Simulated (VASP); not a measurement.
# Ir (Fm-3m) in VASP: notebook, part 2 of 2

VASP 6.6.1. The steps go on from the part before.

### Step 3. Single point, B3LYP

This run uses another cell than the first one, of 14.70 Å³/atom.

The input, POSCAR:

```
Ir
1.0
    0.0000000000      1.9443467144      1.9443467144
    1.9443467144      0.0000000000      1.9443467144
    1.9443467144      1.9443467144      0.0000000000
Ir
1
Direct
    0.0000000000      0.0000000000      0.0000000000
```

The input, INCAR.step1:

```
SYSTEM = Ir
  PREC = Accurate
  ENCUT = 520
  EDIFF = 1E-5
  ISMEAR = -1
  SIGMA = 0.05
  LREAL = .False.
  LASPH = .True.
  NELM = 60
  ALGO = Normal
  ISIF = 2
  LWAVE = .True.
  GGA = PE
  NBANDS = 10
```

The input, INCAR.step2:

```
SYSTEM = Ir
  PREC = Accurate
  ENCUT = 520
  EDIFF = 1E-6
  ISMEAR = -1
  SIGMA = 0.05
  LREAL = .False.
  LASPH = .True.
  NELM = 60
  ALGO = Normal
  ISIF = 2
  LWAVE = .False.
  LCHARG = .True.
  GGA = B3
  LHFCALC = .True.
  AEXX = 0.2
  AGGAX = 0.72
  AGGAC = 0.81
  ALDAC = 0.19
  PRECFOCK = Normal
  LELF = .True.
  LVHAR = .True.
  ISTART = 1
  NBANDS = 10
```

The input, KPOINTS:

```
Automatic mesh
0
Gamma
  6 6 6
  0 0 0
```

Potentials or basis: VASP PAW PBE potentials, release 64 (Ir).

Started as:

```bash
> cat potpaw_PBE.64/Ir/POTCAR > POTCAR
> cp INCAR.step1 INCAR
> mpirun -np 1 vasp_std > vasp.out
> cp INCAR.step2 INCAR
> mpirun -np 1 vasp_std > vasp.out
```

OUTCAR:

```text
SYSTEM = Ir
   PREC = Accurate
   ENCUT = 520
   EDIFF = 1E-6
   ISMEAR = -1
   LREAL = .False.
   LASPH = .True.
   NELM = 60
   ISIF = 2
   GGA = B3
   LHFCALC = .True.
   AEXX = 0.2
   PRECFOCK = Normal
   ISTART = 1

 ion  position               nearest neighbor table
   1  0.000  0.000  0.000-

  LATTYP: Found a face centered cubic cell.
 ALAT       =     3.8886934288

  Lattice vectors:

 A1 = (   0.0000000000,   1.9443467144,   1.9443467144)
 A2 = (   1.9443467144,   0.0000000000,   1.9443467144)
 A3 = (   1.9443467144,   1.9443467144,   0.0000000000)

Analysis of symmetry for initial positions (statically):
=====================================================================
 Subroutine PRICEL returns:
 Original cell was already a primitive cell.

 Routine SETGRP: Setting up the symmetry group for a
 face centered cubic supercell.

 Subroutine GETGRP returns: Found 48 space group operations
 (whereof 48 operations were pure point group operations)
 out of a pool of 48 trial point group operations.

The static configuration has the point symmetry O_h .

Analysis of symmetry for dynamics (positions and initial velocities):
=====================================================================
 Subroutine PRICEL returns:
 Original cell was already a primitive cell.

 Routine SETGRP: Setting up the symmetry group for a
 face centered cubic supercell.

 Subroutine GETGRP returns: Found 48 space group operations
 (whereof 48 operations were pure point group operations)
 out of a pool of 48 trial point group operations.

The dynamic configuration has the point symmetry O_h .

 Subroutine INISYM returns: Found 48 space group operations
 (whereof 48 operations are pure point group operations),
 and found     1 'primitive' translations

[... 110 lines left out ...]
   PRECFOCK=normal    Normal, Fast or Accurate (Low or Medium for compatibility)
   ENCUT4O =  -1.0   cutoff for four orbital integrals eV
   NKREDX  =     1    reduce k-point grid by
   NKREDY  =     1    reduce k-point grid by
   NKREDZ  =     1    reduce k-point grid by
   AEXX    =    0.2000 exact exchange contribution
   HFSCREEN=    0.0000 screening length (either q_TF or 0.3 A-1)
   HFSCREENC=   0.0000 screening length for correlation (either q_TF or 0.3 A-1)
   ENCUTFOCK=  -1.0 apply spherical cutoff to Coloumb kernel
   IVDW    =     0    specifies the selected vdW correction
   LEPSILON=     F    determine dielectric tensor
   LRPA    =     F    only Hartree local field effects (RPA)
 non-spin polarized calculation
  energy-cutoff  :      520.00
  volume of cell :       14.70
 maximum number of plane-waves:       411
  NGX = 16; NGY = 16; NGZ = 16

 number of electron       9.0000000 magnetization

 Free energy of the ion-electron system (eV)
  ---------------------------------------------------
  ext. energy  EPLUGINS =         0.00000000
  ---------------------------------------------------
  free energy    TOTEN  =        -9.21885172 eV

  energy without entropy =       -9.21490151  energy(sigma->0) =       -9.21687661

 E-fermi :   9.2038     XC(G=0): -10.8900

 val. band max:        9.0627331970   @ k =   0.5000   0.3333   0.1667
 cond. band min:       9.6551429909   @ k =   0.5000   0.0000   0.0000
 fundamental gap:      0.5924097939
 Fermi energy:         9.2037658259

 k-point     1 :       0.0000    0.0000    0.0000
  band No.  band energies     occupation
      1      -1.9075      2.00000
      2       5.3141      2.00000
      3       5.3141      2.00000
      4       5.3141      2.00000
      5       7.9284      2.00000
      6       7.9284      2.00000
      7      25.7546      0.00000
      8      31.1702      0.00000
      9      31.1702      0.00000
     10      31.1702      0.00000
[... 183 lines left out ...]
 k-point    16 :      -0.3333    0.5000    0.1667
  band No.  band energies     occupation
      1       2.3617      2.00000
      2       3.0109      2.00000
      3       6.3770      2.00000
      4       8.2971      2.00000
      5      11.7039      0.00000
      6      17.4926      0.00000
      7      19.2262      0.00000
      8      21.5512      0.00000
      9      24.0503      0.00000
     10      35.8911      0.00000

------------------------ aborting loop because EDIFF is reached ----------------------------------------

  FORCE on cell =-STRESS in cart. coord.  units (eV):
  Direction    XX          YY          ZZ          XY          YZ          ZX
  --------------------------------------------------------------------------------------
  -------------------------------------------------------------------------------------
  Total        0.3246075      0.3246075      0.3246075     -0.0000000     -0.0000000     -0.0000000
  in kB       35.3767609     35.3767609     35.3767609     -0.0000000     -0.0000000     -0.0000000
  external PRESSURE =      35.3767609 kB  Pullay stress =       0.0000000 kB

 VOLUME and BASIS-vectors are now :
 -----------------------------------------------------------------------------
  energy-cutoff  :      520.00
  volume of cell :       14.70
      direct lattice vectors                 reciprocal lattice vectors
     0.000000000  1.944346714  1.944346714    -0.257155782  0.257155782  0.257155782
     1.944346714  0.000000000  1.944346714     0.257155782 -0.257155782  0.257155782
     1.944346714  1.944346714  0.000000000     0.257155782  0.257155782 -0.257155782

 POSITION                                       TOTAL-FORCE (eV/Angst)
 -----------------------------------------------------------------------------------
      0.00000      0.00000      0.00000         0.000000      0.000000      0.000000
 -----------------------------------------------------------------------------------
    total drift:                                0.000000      0.000000      0.000000

  FREE ENERGIE OF THE ION-ELECTRON SYSTEM (eV)
  ---------------------------------------------------
  free  energy   TOTEN  =        -9.2188517178 eV

  energy  without entropy=       -9.2149015079  energy(sigma->0) =       -9.21687661
```

OSZICAR.step1:

```text
N       E                     dE             d eps       ncg     rms          rms(c)
DAV:   1     0.472854536437E+02    0.47285E+02   -0.43896E+03   328   0.827E+02
DAV:   2    -0.835983226828E+01   -0.55645E+02   -0.53034E+02   330   0.192E+02
DAV:   3    -0.936682733851E+01   -0.10070E+01   -0.99461E+00   396   0.311E+01
DAV:   4    -0.937576172669E+01   -0.89344E-02   -0.89326E-02   352   0.261E+00
DAV:   5    -0.937594136545E+01   -0.17964E-03   -0.17964E-03   356   0.381E-01    0.138E+01
DAV:   6    -0.888537614188E+01    0.49057E+00   -0.88907E-01   358   0.115E+01    0.550E+00
DAV:   7    -0.879731575498E+01    0.88060E-01   -0.27729E-01   376   0.596E+00    0.145E+00
DAV:   8    -0.879467796172E+01    0.26378E-02   -0.25129E-03   332   0.481E-01    0.106E+00
DAV:   9    -0.879118286562E+01    0.34951E-02   -0.20118E-03   358   0.619E-01    0.145E-02
DAV:  10    -0.879118746901E+01   -0.46034E-05   -0.11082E-05   374   0.292E-02
   1 F= -.87911875E+01 E0= -.87854318E+01  d E =-.115114E-01
```

It took 7.1 min on 1 thread of Intel Xeon Platinum 8259CL at 2.50GHz (Skylake/Cascade Lake), shared host; peak memory 0.14 GiB.

Results:

| Quantity | Value |
| --- | --- |
| Free energy | -9.2189 eV |
| Pressure | 3.5 GPa |
| Band gap on the k mesh | zero (an odd number of electrons rules out a gap without spin polarisation) |

Caveat: the k points lie up to 0.47 Å⁻¹ apart, too coarse for converged energies and pressures of a metal; the PAW data sets were made with another functional, which shifts forces and pressure a little; spin-orbit coupling is left out, which moves the levels of the heavy elements.

### Step 4. Single point, r2SCAN, non-collinear spin, zero start, spin-orbit coupling

The input, POSCAR:

```
Ir
1.0
    0.0000000000      1.9156000000      1.9156000000
    1.9156000000      0.0000000000      1.9156000000
    1.9156000000      1.9156000000      0.0000000000
Ir
1
Direct
    0.0000000000      0.0000000000      0.0000000000
```

The input, INCAR.step1:

```
SYSTEM = Ir
PREC = Accurate
ENCUT = 620
ISMEAR = -1
SIGMA = 0.05
LREAL = .FALSE.
LASPH = .TRUE.
NELM = 200
LNONCOLLINEAR = .TRUE.
MAGMOM = 0 0 0
LSORBIT = .TRUE.
GGA_COMPAT = .FALSE.
LMAXMIX = 4
NBANDS = 28
GGA = PE
ALGO = Normal
EDIFF = 1E-5
LWAVE = .TRUE.
LCHARG = .FALSE.
```

The input, INCAR.step2:

```
SYSTEM = Ir
PREC = Accurate
ENCUT = 620
EDIFF = 1E-6
ISMEAR = -1
SIGMA = 0.05
LREAL = .FALSE.
LASPH = .TRUE.
NELM = 200
ALGO = Normal
ISIF = 2
LWAVE = .FALSE.
LCHARG = .FALSE.
LNONCOLLINEAR = .TRUE.
MAGMOM = 0 0 0
LORBIT = 11
LSORBIT = .TRUE.
GGA_COMPAT = .FALSE.
LORBMOM = .TRUE.
LMAXMIX = 4
METAGGA = R2SCAN
LMIXTAU = .TRUE.
NBANDS = 28
ISTART = 1
```

The input, KPOINTS:

```
regular mesh
0
G
  9 9 9
  0 0 0
```

Potentials or basis: VASP PAW PBE potentials, release 64 (Ir_sv_GW).

Started as:

```bash
> cat potpaw_PBE.64/Ir_sv_GW/POTCAR > POTCAR
> cp INCAR.step1 INCAR
> mpirun -np 1 vasp_ncl > vasp.out
> cp INCAR.step2 INCAR
> mpirun -np 1 vasp_ncl > vasp.out
```

It took 3 min on 1 thread of Intel Xeon Platinum 8259CL at 2.50GHz (Skylake/Cascade Lake), shared host; peak memory 0.23 GiB.

The run converged. Its results:

* Free energy: -54.9102 eV
* Pressure: 4.4 GPa
* Net moment: 0.00 μB per cell
* Valence electrons inside the program's atomic spheres: Ir 16.22

Moments on the atoms (μB; x, y, z):
```
Ir  0.00 0.00 0.00
```

Caveat: the cell stands under pressure; the PAW data sets were made with another functional, which shifts forces and pressure a little.

### Step 5. Single point, HSE06

POSCAR is that of step 4.

The input, INCAR.step1:

```
PREC     = Accurate       # precision mode
ENCUT    = 520            # plane-wave cutoff, eV
EDIFF    = 1E-5           # SCF threshold, eV
ISMEAR   = -1             # smearing method
SIGMA    = 0.05           # smearing width, eV
LREAL    = False          # projectors in reciprocal space
LASPH    = True           # aspherical terms in the spheres
NELM     = 100            # most SCF steps
ALGO     = Normal         # electronic algorithm
ISIF     = 2              # what is computed and relaxed
LWAVE    = True           # write WAVECAR
LCHARG   = False          # write CHGCAR
NBANDS   = 10             # bands
GGA      = PE             # functional
```

The input, INCAR.step2:

```
PREC     = Accurate       # precision mode
ENCUT    = 520            # plane-wave cutoff, eV
EDIFF    = 1E-6           # SCF threshold, eV
ISMEAR   = -1             # smearing method
SIGMA    = 0.05           # smearing width, eV
LREAL    = False          # projectors in reciprocal space
LASPH    = True           # aspherical terms in the spheres
NELM     = 100            # most SCF steps
ALGO     = Normal         # electronic algorithm
ISIF     = 2              # what is computed and relaxed
LWAVE    = False          # write WAVECAR
LCHARG   = False          # write CHGCAR
GGA      = PE             # functional
LHFCALC  = True           # exact exchange
HFSCREEN = 0.2079         # screening, 1/A
PRECFOCK = Normal       
NBANDS   = 10             # bands
ISTART   = 1
```

The input, KPOINTS:

```
regular mesh
0
Gamma
  8 8 8
```

Potentials or basis: VASP PAW PBE potentials, release 64 (Ir).

Started as:

```bash
> cat potpaw_PBE.64/Ir/POTCAR > POTCAR
> cp INCAR.step1 INCAR
> mpirun -np 1 vasp_std > vasp.out
> cp INCAR.step2 INCAR
> mpirun -np 1 vasp_std > vasp.out
```

Wall time 17 min (1 thread of Intel Xeon Platinum 8488C (Sapphire Rapids), shared host); peak memory 0.24 GiB.

It converged, with:

```yaml
Free_energy: -10.1255 eV
Pressure: 1.9 GPa
Band_gap_on_the_k_mesh: zero (an odd number of electrons rules out a gap without spin polarisation)
```

Levels at points of the mesh, in eV from the Fermi level:
| k point | band 2 | band 3 | band 4 | band 5 | band 6 | band 7 |
| --- | --- | --- | --- | --- | --- | --- |
| (0.00, 0.00, 0.00) | -4.62 | -4.62 | -4.62 | -1.96 | -1.96 | 15.35 |
| (0.50, 0.00, 0.00) | -4.91 | -4.91 | -0.99 | 0.98 | 0.98 | 8.35 |
| (0.50, 0.50, 0.00) | -8.45 | 0.47 | 1.73 | 1.80 | 1.80 | 11.77 |

Caveat: the PAW data sets were made with another functional, which shifts forces and pressure a little; spin-orbit coupling is left out, which moves the levels of the heavy elements.

### Step 6. Single point, PBE0

POSCAR is that of step 5.

The input, INCAR.step1:

```
ALGO = Normal
EDIFF = 1E-5
ENCUT = 520
GGA = PE
ISIF = 2
ISMEAR = -1
LASPH = T
LREAL = F
LWAVE = T
NBANDS = 10
NELM = 60
PREC = Accurate
SIGMA = 0.05
```

The input, INCAR.step2:

```
AEXX = 0.25
ALGO = Normal
EDIFF = 1E-7
ENCUT = 520
GGA = PE
ISIF = 2
ISMEAR = -1
ISTART = 1
LASPH = T
LCHARG = T
LELF = T
LHFCALC = T
LREAL = F
LVHAR = T
LWAVE = F
NBANDS = 10
NELM = 60
PREC = Accurate
PRECFOCK = Normal
SIGMA = 0.05
```

The input, KPOINTS:

```
k-points
0
Gamma
  8 8 8
```

Potentials or basis: VASP PAW PBE potentials, release 64 (Ir).

Started as:

```bash
> cat potpaw_PBE.64/Ir/POTCAR > POTCAR
> cp INCAR.step1 INCAR
> mpirun -np 1 vasp_std > vasp.out
> cp INCAR.step2 INCAR
> mpirun -np 1 vasp_std > vasp.out
```

It took 25 min on 1 thread of Intel Xeon Platinum 8488C (Sapphire Rapids), shared host; peak memory 0.15 GiB.

Results (log left out):

```
Free energy            : -10.9153 eV
Pressure               : 2.2 GPa
Band gap on the k mesh : zero (an odd number of electrons rules out a gap without spin polarisation)
```

Levels at points of the mesh, in eV from the Fermi level:
```
           k point  band 1  band 2  band 3  band 4  band 5  band 6  band 7  band 8
(0.00, 0.00, 0.00)  -12.86   -5.04   -5.04   -5.04   -2.40   -2.40   15.68   21.61
(0.50, 0.00, 0.00)   -9.66   -5.34   -5.34   -1.33    1.28    1.28    8.74   15.22
(0.50, 0.50, 0.00)   -9.65   -8.89    0.54    1.93    2.14    2.14   12.15   13.08
```

Caveat: the PAW data sets were made with another functional, which shifts forces and pressure a little; spin-orbit coupling is left out, which moves the levels of the heavy elements.

### Step 7. Overview

| level | potentials or basis | spin | cell | k mesh | cutoff (eV) | grid for exact exchange (PRECFOCK) | share of exact exchange | screening parameter | gap on the mesh (eV) | pressure (GPa) |
| --- | --- | --- | --- | --- | --- | --- | --- | --- | --- | --- |
| B3LYP | VASP PAW PBE potentials, release 64 (Ir) | off | a = 2.709 Å, angles 60.0°, 1 atom | 6 × 6 × 6 | 520 | Normal | 0.2 | - | none | 21.0 |
| B3LYP | VASP PAW PBE potentials, release 64 (Ir) | off | a = 2.750 Å, angles 60.0°, 1 atom | 6 × 6 × 6 | 520 | Normal | 0.2 | - | none | 3.5 |
| r2SCAN | VASP PAW PBE potentials, release 64 (Ir_sv_GW) | non-collinear, zero start, SOC | a = 2.709 Å, angles 60.0°, 1 atom | 9 × 9 × 9 | 620 | - | - | - | - | 4.4 |
| HSE06 | VASP PAW PBE potentials, release 64 (Ir) | off | a = 2.709 Å, angles 60.0°, 1 atom | 8 × 8 × 8 | 520 | Normal | 0.25 | 0.2079 1/Å | none | 1.9 |
| PBE0 | VASP PAW PBE potentials, release 64 (Ir) | off | a = 2.709 Å, angles 60.0°, 1 atom | 8 × 8 × 8 | 520 | Normal | 0.25 | - | none | 2.2 |

Alike in all rows: task single point; smearing fermi-dirac 0.05 eV.

Caveats: some runs use coarse meshes; the PAW data sets were made with another functional, which shifts forces and pressure a little; spin-orbit coupling is left out, which moves the levels of the heavy elements (at least some runs); the cell stands under pressure (at least some runs).

Total energies depend on the potentials used, so only differences within one code and one set of settings carry meaning.

The gap in the log of VASP goes by the Fermi energy; the results here count the filled bands.